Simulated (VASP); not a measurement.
# Mg5O4 in VASP: further runs

Mg5O4 is run at these levels: PBE; tasks: single point.

All numbers are computed with VASP 6.6.1; they aren't measurements. Logs are shortened: lines on timing, memory, paths and dates and some standing lists are left out, and cuts for length are marked.

## 1. The cell of the first run

The cell holds a slab with vacuum, 9 atoms: a = 3.008 Å, b = 3.008 Å, c = 24.824 Å, α = 90.00°, β = 90.00°, γ = 120.00°.

## 2. Single point, PBE

The input, INCAR:

```
SYSTEM = Mg5O4
PREC     = Accurate       ! precision mode
ENCUT    = 520            ! plane-wave cutoff, eV
EDIFF    = 1E-7           ! SCF threshold, eV
ISMEAR   = 0              ! smearing method
SIGMA    = 0.05           ! smearing width, eV
LREAL    = .False.        ! projectors in reciprocal space
LASPH    = .True.         ! aspherical terms in the spheres
NELM     = 100            ! most SCF steps
ALGO     = Normal         ! electronic algorithm
ISIF     = 2              ! what is computed and relaxed
LWAVE    = .False.        ! write WAVECAR
LCHARG   = .True.         ! write CHGCAR
LDIPOL   = .True.       
IDIPOL   = 3            
DIPOL    = 0.5 0.5 0.500
GGA      = PE             ! functional
LELF     = .True.         ! ELF
LVHAR    = .True.       
LVACPOTAV= .True.       
NBANDS   = 27             ! bands
```

The input, KPOINTS:

```
regular mesh
0
Gamma
  9 9 1
  0 0 0
```

The input, POSCAR:

```
Mg5O4
1.0
    3.0079232189      0.0000000000      0.0000000000
   -1.5039616095      2.6049379202      0.0000000000
    0.0000000000      0.0000000000     24.8238360958
Mg O
5 4
Direct
    0.6666666667      0.3333333333      0.3021289687
    0.3333333333      0.6666666667      0.4010644844
    0.0000000000      0.0000000000      0.5000000000
    0.6666666667      0.3333333333      0.5989355156
    0.3333333333      0.6666666667      0.6978710313
    0.0000000000      0.0000000000      0.3515967266
    0.6666666667      0.3333333333      0.4505322422
    0.3333333333      0.6666666667      0.5494677578
    0.0000000000      0.0000000000      0.6484032734
```

Potentials or basis: VASP PAW PBE potentials, release 64 (Mg, O).

Launch:

```
> cat potpaw_PBE.64/Mg/POTCAR potpaw_PBE.64/O/POTCAR > POTCAR
> mpirun -np 1 vasp_std > vasp.out
```

OUTCAR:

```text
SYSTEM = Mg5O4
   PREC = Accurate
   ENCUT = 520
   EDIFF = 1E-7
   ISMEAR = 0
   LREAL = .False.
   LASPH = .True.
   NELM = 100
   ISIF = 2
   GGA = PE

 ion  position               nearest neighbor table
   1  0.667  0.333  0.302-   6 2.13   6 2.13   6 2.13   2 3.01   2 3.01   2 3.01
   2  0.333  0.667  0.401-   7 2.13   7 2.13   6 2.13   6 2.13   6 2.13   7 2.13   3 3.01   3 3.01
                             3 3.01   1 3.01   1 3.01   1 3.01
   3  0.000  0.000  0.500-   7 2.13   8 2.13   7 2.13   8 2.13   7 2.13   8 2.13   2 3.01   4 3.01
                             2 3.01   4 3.01   4 3.01   2 3.01
   4  0.667  0.333  0.599-   8 2.13   8 2.13   9 2.13   9 2.13   9 2.13   8 2.13   3 3.01   3 3.01
                             3 3.01   5 3.01   5 3.01   5 3.01
   5  0.333  0.667  0.698-   9 2.13   9 2.13   9 2.13   4 3.01   4 3.01   4 3.01
   6  0.000  0.000  0.352-   2 2.13   2 2.13   2 2.13   1 2.13   1 2.13   1 2.13
   7  0.667  0.333  0.451-   2 2.13   2 2.13   3 2.13   3 2.13   3 2.13   2 2.13
   8  0.333  0.667  0.549-   4 2.13   4 2.13   3 2.13   3 2.13   3 2.13   4 2.13
   9  0.000  0.000  0.648-   4 2.13   4 2.13   4 2.13   5 2.13   5 2.13   5 2.13

  LATTYP: Found a hexagonal cell.
 ALAT       =     3.0079232189
 C/A-ratio  =     8.2528157434

  Lattice vectors:

 A1 = (   3.0079232189,   0.0000000000,   0.0000000000)
 A2 = (  -1.5039616095,   2.6049379202,   0.0000000000)
 A3 = (   0.0000000000,   0.0000000000,  24.8238360958)

Analysis of symmetry for initial positions (statically):
=====================================================================
 Subroutine PRICEL returns:
 Original cell was already a primitive cell.

 Routine SETGRP: Setting up the symmetry group for a
 hexagonal supercell.

 Subroutine GETGRP returns: Found 12 space group operations
 (whereof 12 operations were pure point group operations)
 out of a pool of 24 trial point group operations.

The static configuration has the point symmetry D_3d.

Analysis of symmetry for dynamics (positions and initial velocities):
=====================================================================
 Subroutine PRICEL returns:
 Original cell was already a primitive cell.

 Routine SETGRP: Setting up the symmetry group for a
 hexagonal supercell.

 Subroutine GETGRP returns: Found 12 space group operations
 (whereof 12 operations were pure point group operations)
 out of a pool of 24 trial point group operations.

The dynamic configuration has the point symmetry D_3d.

 Subroutine INISYM returns: Found 12 space group operations
 (whereof 12 operations are pure point group operations),
 and found     1 'primitive' translations

----------------------------------------------------------------------------------------

                                     Primitive cell

  volume of cell :     194.5060

  direct lattice vectors                    reciprocal lattice vectors
     3.007923219  0.000000000  0.000000000     0.332455295  0.191943154  0.000000000
    -1.503961609  2.604937920  0.000000000     0.000000000  0.383886308  0.000000000
     0.000000000  0.000000000 24.823836096     0.000000000  0.000000000  0.040283862

  length of vectors
     3.007923219  3.007923219 24.823836096     0.383886308  0.383886308  0.040283862

  position of ions in fractional coordinates (direct lattice)
     0.666666667  0.333333333  0.302128969
     0.333333333  0.666666667  0.401064484
     0.000000000  0.000000000  0.500000000
     0.666666667  0.333333333  0.598935516
     0.333333333  0.666666667  0.697871031
     0.000000000  0.000000000  0.351596727
     0.666666667  0.333333333  0.450532242
     0.333333333  0.666666667  0.549467758
     0.000000000  0.000000000  0.648403273

  ion indices of the primitive-cell ions
   primitive index   ion index
                 1           1
                 2           2
                 3           3
                 4           4
                 5           5
                 6           6
                 7           7
                 8           8
                 9           9

----------------------------------------------------------------------------------------

 KPOINTS: regular mesh

Automatic generation of k-mesh.
 Grid dimensions read from file:
 generate k-points for:    9    9    1

 Generating k-lattice:

  Cartesian coordinates                     Fractional coordinates (reciprocal lattice)
     0.036939477  0.021327017  0.000000000     0.111111111  0.000000000  0.000000000
     0.000000000  0.042654034  0.000000000     0.000000000  0.111111111  0.000000000
     0.000000000  0.000000000  0.040283862     0.000000000  0.000000000  1.000000000

  Length of vectors
     0.042654034  0.042654034  0.040283862

  Shift w.r.t. Gamma in fractional coordinates (k-lattice)
     0.000000000  0.000000000  0.000000000

 Subroutine IBZKPT returns following result:
 ===========================================

 Found     12 irreducible k-points:

 Following reciprocal coordinates:
            Coordinates               Weight
  0.000000  0.000000  0.000000      1.000000
  0.111111  0.000000  0.000000      6.000000
  0.222222  0.000000  0.000000      6.000000
  0.333333  0.000000  0.000000      6.000000
  0.444444  0.000000  0.000000      6.000000
  0.111111  0.111111  0.000000      6.000000
  0.222222  0.111111  0.000000     12.000000
  0.333333  0.111111  0.000000     12.000000
  0.444444  0.111111  0.000000      6.000000
  0.222222  0.222222  0.000000      6.000000
  0.333333  0.222222  0.000000     12.000000
  0.333333  0.333333  0.000000      2.000000
   k-points           NKPTS =     12   k-points in BZ     NKDIM =     12   number of bands    NBANDS=     27
   number of dos      NEDOS =    301   number of ions     NIONS =      9
   total plane-waves  NPLWV = 110592
   dimension x,y,z NGX =    24 NGY =   24 NGZ =  192
   dimension x,y,z NGXF=    48 NGYF=   48 NGZF=  384
   ions per type =               5   4
   NGX,Y,Z   is equivalent  to a cutoff of  13.26, 13.26, 12.86 a.u.
   NGXF,Y,Z  is equivalent  to a cutoff of  26.53, 26.53, 25.72 a.u.
 SYSTEM =  Mg5O4
   PREC   = accura    normal or accurate (medium, high low for compatibility)
   ISTART =      0    job   : 0-new  1-cont  2-samecut
   ICHARG =      2    charge: 1-file 2-atom 10-const
   ISPIN  =      1    spin polarized calculation?
   LNONCOLLINEAR =      F non collinear calculations
   LSORBIT =      F    spin-orbit coupling
   LASPH  =      T    aspherical Exc in radial PAW
   ENCUT  =  520.0 eV  38.22 Ry    6.18 a.u.   5.59  5.59 46.16*2*pi/ulx,y,z
   NELM   =    100;   NELMIN=  2; NELMDL= -5     # of ELM steps
   EDIFF  = 0.1E-06   stopping-criterion for ELM
   LREAL  =      F    real-space projection
   EDIFFG = 0.1E-05   stopping-criterion for IOM
   NSW    =      0    number of steps for IOM
   IBRION =     -1    ionic relax: 0-MD 1-quasi-New 2-CG
   NFREE  =      0    steps in history (QN), initial steepest desc. (CG)
   ISIF   =      2    stress and relaxation
   ISYM   =      2    0-nonsym 1-usesym 2-fastsym
   POTIM  = 0.5000    time-step for ionic-motion
   TEBEG  =    0.0;   TEEND  =   0.0 temperature during run
   PSTRESS=    0.0 pullay stress
   NELECT =      34.0000    total number of electrons
   NUPDOWN=      -1.0000    fix difference up-down
   EMIN   =  10.00;   EMAX   =-10.00  energy-range for DOS
   EFERMI =   0.00;   METHOD = LEGACY
   ISMEAR =     0;   SIGMA  =   0.05  broadening in eV -4-tet -1-fermi 0-gaus
   EFERMI_NEDOS =   21; number of points for ismear=-14 and -15
   IALGO  =     38    algorithm
   IMIX   =      4    mixing-type and parameters
     AMIX     =   0.40;   BMIX     =  1.00
     AMIX_MAG =   1.60;   BMIX_MAG =  1.00
  volume/ion in A,a.u.               =      21.61       145.84
  Fermi-wavevector in a.u.,A,eV,Ry     =   0.915356  1.729772 11.400008  0.837877
  Thomas-Fermi vector in A             =   2.040088
   LORBIT       =      0    0 simple, 1 ext, 2 COOP (PROOUT), +10 PAW based schemes
   GGA     = PE    functional components
   LHFCALC =     F    Hartree Fock is set to
   AEXX    =    0.0000 exact exchange contribution
   IVDW    =     0    specifies the selected vdW correction
   LEPSILON=     F    determine dielectric tensor
   LRPA    =     F    only Hartree local field effects (RPA)
 non-spin polarized calculation
 Gauss-broadening in eV      SIGMA  =   0.05
  energy-cutoff  :      520.00
  volume of cell :      194.51
 maximum number of plane-waves:      5313
 NGX is ok and might be reduce to    24
   NGX = 11   NGY = 11   NGZ = 93

 dipolmoment           0.000000      0.000000     -0.000000 electrons x Angstroem

 number of electron      34.0000029 magnetization

 dipolmoment           0.000000      0.000000      0.000000 electrons x Angstroem

 Free energy of the ion-electron system (eV)
  ---------------------------------------------------
  ext. energy  EPLUGINS =         0.00000000
  ---------------------------------------------------
  free energy    TOTEN  =       -47.37104184 eV

  energy without entropy =      -47.36695770  energy(sigma->0) =      -47.36899977

 E-fermi :   1.1473     XC(G=0):  -5.9839

 val. band max:        1.1414408543   @ k =   0.2222   0.2222   0.0000
 cond. band min:       1.3000094008   @ k =   0.3333   0.1111   0.0000
 fundamental gap:      0.1585685465
 Fermi energy:         1.1473119432

 k-point     1 :       0.0000    0.0000    0.0000
  band No.  band energies     occupation
      1     -19.9399      2.00000
      2     -19.7018      2.00000
      3     -19.3242      2.00000
      4     -18.9570      2.00000
      5      -7.1897      2.00000
      6      -6.5238      2.00000
[... 19 lines left out ...]
     26       7.2423      0.00000
     27       8.5164      0.00000

 k-point     2 :       0.1111    0.0000    0.0000
  band No.  band energies     occupation
      1     -19.8347      2.00000
      2     -19.6100      2.00000
      3     -19.2522      2.00000
      4     -18.9049      2.00000
      5      -7.0324      2.00000
      6      -6.4135      2.00000
[... 19 lines left out ...]
     26       7.4298      0.00000
     27       8.5995      0.00000

 k-point     3 :       0.2222    0.0000    0.0000
  band No.  band energies     occupation
      1     -19.5499      2.00000
      2     -19.3653      2.00000
      3     -19.0653      2.00000
      4     -18.7747      2.00000
      5      -6.6198      2.00000
      6      -6.2027      2.00000
[... 19 lines left out ...]
     26       7.6541      0.00000
     27       8.3245      0.00000

 k-point     4 :       0.3333    0.0000    0.0000
  band No.  band energies     occupation
      1     -19.1784      2.00000
      2     -19.0582      2.00000
      3     -18.8469      2.00000
      4     -18.6404      2.00000
      5      -6.5969      2.00000
      6      -6.4509      2.00000
[... 19 lines left out ...]
     26       7.5034      0.00000
     27       7.6750      0.00000
[... 156 lines left out ...]
      4     -18.5839      2.00000
      5      -6.4720      2.00000
      6      -6.4353      2.00000
[... 19 lines left out ...]
     26       8.1159      0.00000
     27       8.2144      0.00000

 k-point    11 :       0.3333    0.2222    0.0000
  band No.  band energies     occupation
      1     -18.7599      2.00000
      2     -18.7367      2.00000
      3     -18.6444      2.00000
      4     -18.5568      2.00000
      5      -6.7434      2.00000
      6      -6.4655      2.00000
[... 19 lines left out ...]
     26       8.3207      0.00000
     27       8.4442      0.00000

 k-point    12 :       0.3333    0.3333    0.0000
  band No.  band energies     occupation
      1     -18.6689      2.00000
      2     -18.6688      2.00000
      3     -18.5833      2.00000
      4     -18.5833      2.00000
      5      -6.2778      2.00000
      6      -6.2778      2.00000
[... 19 lines left out ...]
     26       8.3282      0.00000
     27       8.8738      0.00000

------------------------ aborting loop because EDIFF is reached ----------------------------------------

  FORCE on cell =-STRESS in cart. coord.  units (eV):
  Direction    XX          YY          ZZ          XY          YZ          ZX
  --------------------------------------------------------------------------------------
  -------------------------------------------------------------------------------------
  Total        0.7491370      0.7491370      1.1211531     -0.0000000      0.0000000      0.0000000
  in kB        6.1707624      6.1707624      9.2351191     -0.0000000      0.0000000      0.0000000
  external PRESSURE =       7.1922146 kB  Pullay stress =       0.0000000 kB

 VOLUME and BASIS-vectors are now :
 -----------------------------------------------------------------------------
  energy-cutoff  :      520.00
  volume of cell :      194.51
      direct lattice vectors                 reciprocal lattice vectors
     3.007923219  0.000000000  0.000000000     0.332455295  0.191943154  0.000000000
    -1.503961609  2.604937920  0.000000000     0.000000000  0.383886308  0.000000000
     0.000000000  0.000000000 24.823836096     0.000000000  0.000000000  0.040283862

 POSITION                                       TOTAL-FORCE (eV/Angst)
 -----------------------------------------------------------------------------------
      1.50396      0.86831      7.50000        -0.000000     -0.000000     -0.474682
     -0.00000      1.73663      9.95596         0.000000      0.000000      0.095490
      0.00000      0.00000     12.41192         0.000000      0.000000      0.000000
      1.50396      0.86831     14.86788         0.000000      0.000000     -0.095490
     -0.00000      1.73663     17.32384        -0.000000      0.000000      0.474682
      0.00000      0.00000      8.72798         0.000000      0.000000      0.404275
      1.50396      0.86831     11.18394         0.000000      0.000000     -0.001803
     -0.00000      1.73663     13.63990        -0.000000     -0.000000      0.001803
      0.00000      0.00000     16.09586         0.000000     -0.000000     -0.404275
 -----------------------------------------------------------------------------------
    total drift:                               -0.000000     -0.000000      0.000000

  FREE ENERGIE OF THE ION-ELECTRON SYSTEM (eV)
  ---------------------------------------------------
  free  energy   TOTEN  =       -47.3710418366 eV

  energy  without entropy=      -47.3669576986  energy(sigma->0) =      -47.36899977

 vacuum level on the upper side and lower side of the slab         5.409         5.409
```

Run time: 91 s. Hardware: 1 thread of Intel Xeon Platinum 8375C at 2.90GHz (Ice Lake), shared host; peak memory 0.34 GiB.

What came out:

```
Free energy            : -47.3710 eV
Largest force          : 0.475 eV/Å
Band gap on the k mesh : zero (band 17 reaches 3.31 eV, above the bottom of band 18 at -1.26 eV)
```

Forces in eV/Å, atoms in the order of the input:
```
Mg   0.000  0.000 -0.475
Mg   0.000  0.000  0.095
Mg   0.000  0.000  0.000
Mg   0.000  0.000 -0.095
Mg   0.000  0.000  0.475
O    0.000  0.000  0.404
O    0.000  0.000 -0.002
O    0.000  0.000  0.002
O    0.000  0.000 -0.404
```

(Continued in part 2 of 2.)
